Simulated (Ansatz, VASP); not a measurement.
# SnO2: VASP beside Ansatz

The input INCAR:

```
PREC = Accurate ; ENCUT = 520
EDIFF = 1E-8 ; ISMEAR = -1
SIGMA = 0.03 ; LREAL = F
LASPH = T ; NELM = 80
ALGO = Normal ; ISIF = 2
LWAVE = F ; LCHARG = F
GGA = PE ; LEFG = T
NBANDS = 35
```

File KPOINTS:

```
Automatic mesh
0
Gamma
  4 4 6
```

The input POSCAR:

```
SnO2
1.0
    4.7373500000      0.0236867500      0.0236867500
    0.0236867500      4.7373500000      0.0236867500
    0.0159320000      0.0159320000      3.1864000000
Sn O
2 4
Direct
    0.0000000000      0.0000000000      0.0000000000
    0.5000000000      0.5000000000      0.5000000000
    0.3056200000      0.3056200000      0.0000000000
    0.1943800000      0.8056200000      0.5000000000
    0.6943800000      0.6943800000      0.0000000000
    0.8056200000      0.1943800000      0.5000000000
```

Input for Ansatz:

```yaml
crystal:
  lattice:
    - [4.73735, 0.02368675, 0.02368675]
    - [0.02368675, 4.73735, 0.02368675]
    - [0.015932, 0.015932, 3.1864]
  atoms:
    - { symbol: Sn, position: [0.0, 0.0, 0.0] }
    - { symbol: Sn, position: [0.5, 0.5, 0.5] }
    - { symbol: O, position: [0.30562, 0.30562, 0.0] }
    - { symbol: O, position: [0.19438, 0.80562, 0.5] }
    - { symbol: O, position: [0.69438, 0.69438, 0.0] }
    - { symbol: O, position: [0.80562, 0.19438, 0.5] }
kpoints:
  mp_grid: { grid: [4, 4, 6] }
scf:
  occupations: { method: fermi_dirac, width: 0.03 }
hamiltonian:
  xc: pbe
  pseudopotentials: { kind: all_electron, datasets: crystal }
output:
  forces: true
  stress: true
  eigenvalues: true
  efg: { contact_densities: true }
```

Change from the starting cell: equal xy, yz and zx shear strains of +1 %, crystal datasets.

Alike in both runs: task electric field gradients; functional PBE; k mesh 4 × 4 × 6; occupations fermi-dirac, width 0.03 eV; no spin polarisation.

|  | VASP | Ansatz |
| --- | --- | --- |
| version | VASP 6.6.1 | Ansatz 0.2.0 |
| potentials or method | VASP PAW PBE potentials, release 64 (Sn_d, O), cutoff 520 eV | all-electron PAW with datasets made for the crystal, scalar-relativistic |

Ansatz gave:

| Property | Result |
| --- | --- |
| gap on the k mesh at the Fermi level (eV) | 1.26 |
| pressure (GPa) | 10.8 |
| traceless stress, the component that is largest in VASP (GPa) | -2.12 |
| rms of the force components (eV/Å) | 0.048 |
| size of Vzz on the site where it differs most (V/Å²) | 67.6 |

**Question.** Estimate VASP's values.

**Answer.** gap on the k mesh at the Fermi level (eV): 1.24; pressure (GPa): 11.6; traceless stress, the component that is largest in VASP (GPa): -2.13; rms of the force components (eV/Å): 0.053; size of Vzz on the site where it differs most (V/Å²): 65.4.

Atom by atom the forces differ by 0.009 eV/Å (rms over components). One of these differences is far larger than is usual between the two programs; its cause wasn't traced. Ansatz ran all-electron here, and VASP with PAW potentials.
